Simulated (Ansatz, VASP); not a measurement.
**Two plane-wave programs on TiH3**

```
CELL_PARAMETERS angstrom
3.16550 0.00000 0.00000
-1.58275 2.74140 0.00000
0.00000 0.00000 5.58508
ATOMIC_POSITIONS crystal
Ti 0.33333 0.66667 0.25000
Ti 0.66667 0.33333 0.75000
H 0.33333 0.66667 0.59397
H 0.33333 0.66667 0.90603
H 0.66667 0.33333 0.40603
H 0.66667 0.33333 0.09397
H 0.00000 0.00000 0.25000
H 0.00000 0.00000 0.75000
```

Alike in both runs: task single point; functional PBE; k mesh 6 × 6 × 4; occupations gaussian, width 0.1 eV; collinear spin.

```csv
,VASP,Ansatz
version,VASP 6.6.1,Ansatz 0.2.0
potentials or method,"VASP PAW PBE potentials, release 64 (Ti_sv, H), cutoff 520 eV","scalar-relativistic, plane waves, PAW"
valence electrons in the cell,30,30
```

```csv
,VASP,Ansatz,Ansatz less VASP
gap on the k mesh at the Fermi level (eV),none,none,-
pressure (GPa),-0.1,0.0,+0.09
"traceless stress, the component that is largest in VASP (GPa)",-0.14,-0.09,+0.055
net moment per atom (μB),0.00,0.00,0.000
```

A gap of «none» marks a metal or a gap that the smearing closes. Ansatz's warnings: seeded moment not kept.

The k mesh is coarse, so the values compare programs but aren't converged.
